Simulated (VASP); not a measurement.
Here is a VASP 6.6.1 calculation.

INCAR

```
SYSTEM = Cd
PREC = Accurate
ENCUT = 500
EDIFF = 1E-6
ISMEAR = 0
SIGMA = 0.15
LREAL = .FALSE.
LASPH = .TRUE.
NELM = 120
ALGO = Normal
ISIF = 2
LWAVE = .FALSE.
LCHARG = .TRUE.
GGA = PE
LELF = .TRUE.
LVHAR = .TRUE.
NBANDS = 19
GGA_COMPAT = .FALSE.
```

File KPOINTS:

```
Automatic mesh
0
G
  18 18 8
  0 0 0
```

The input POSCAR:

```
Cd
1.0
    2.9044006954      0.0000000000      0.0000000000
   -1.4522003477      2.5152847850      0.0000000000
    0.0000000000      0.0000000000      5.3367675000
Cd
2
Direct
    0.3333333333      0.6666666667      0.2500000000
    0.6666666667      0.3333333333      0.7500000000
```

Potentials or basis: VASP PAW PBE potentials, release 64 (Cd).

Launch:

```bash
$ cat potpaw_PBE.64/Cd/POTCAR > POTCAR
$ mpirun -np 1 vasp_std > vasp.out
```

Estimate the pressure.

11.2 GPa.

Estimate the band gap on the k mesh.

zero (bands 12 and 13 overlap by 4.14 eV).

Stress tensor (GPa, compression positive):
```
12.02  0.00  0.00
 0.00 12.02  0.00
 0.00  0.00  9.53
```

Caveat: the cell differs from its parent crystal (strain -0.025 along x and y, -0.050 along z); the cell stands under pressure.
